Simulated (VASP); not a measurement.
Write the native input for VASP 6.6.1 that does the following.

```yaml
Task: single point
Functional: PBE
Potentials_or_basis: VASP PAW PBE potentials, release 64 (Cr_pv)
Cutoff: 520 eV
k_mesh: 20 × 20 × 10
Occupations: gaussian, width 0.05 eV
Spin: collinear spin, antiferromagnetic start
Starting_moments: "[1.13, -1.13] μB"
Dipole_correction: no
Further_INCAR_settings: ALGO = Normal; EDIFF = 1e-07; NBANDS = 23
```

The structure of Cr lies in POSCAR:

```
Cr
1.0
    0.0000000000      2.8667078999      0.0000000000
    2.8667078999      0.0000000000      0.0000000000
    2.8667078999      2.8667078999     -2.8667078999
Cr
2
Direct
    0.0000000000      0.0000000000      0.0000000000
    0.0000000000      0.0000000000      0.5000000000
```

These files were run (other wordings do the same):

INCAR

```
SYSTEM = Cr
  PREC = Accurate
  ENCUT = 520
  EDIFF = 1E-7
  ISMEAR = 0
  SIGMA = 0.05
  LREAL = .FALSE.
  LASPH = .TRUE.
  NELM = 150
  ALGO = Normal
  ISIF = 2
  LWAVE = .FALSE.
  LCHARG = .FALSE.
  ISPIN = 2
  MAGMOM = 1.13 -1.13
  LORBIT = 11
  LMAXMIX = 4
  GGA = PE
  NBANDS = 23
```

KPOINTS

```
regular mesh
0
G
  20 20 10
  0 0 0
```

Potentials or basis: VASP PAW PBE potentials, release 64 (Cr_pv).

Run with:

```console
$ cat potpaw_PBE.64/Cr_pv/POTCAR > POTCAR
$ mpirun -np 1 vasp_std > vasp.out
```

Results of the run:

| Property | Result |
| --- | --- |
| Pressure | -0.1 GPa |
| Band gap on the k mesh | zero (filled and empty bands overlap) |
| Net moment | 0.00 μB per cell |
| Site moments | Cr +1.13, -1.13 μB |
| Valence electrons inside the program's atomic spheres | Cr 11.02 |

Wall time 82 s on 1 thread of Intel(R) Xeon(R) 6975P-C (Granite Rapids), with other jobs on the host, peak memory 0.25 GiB.
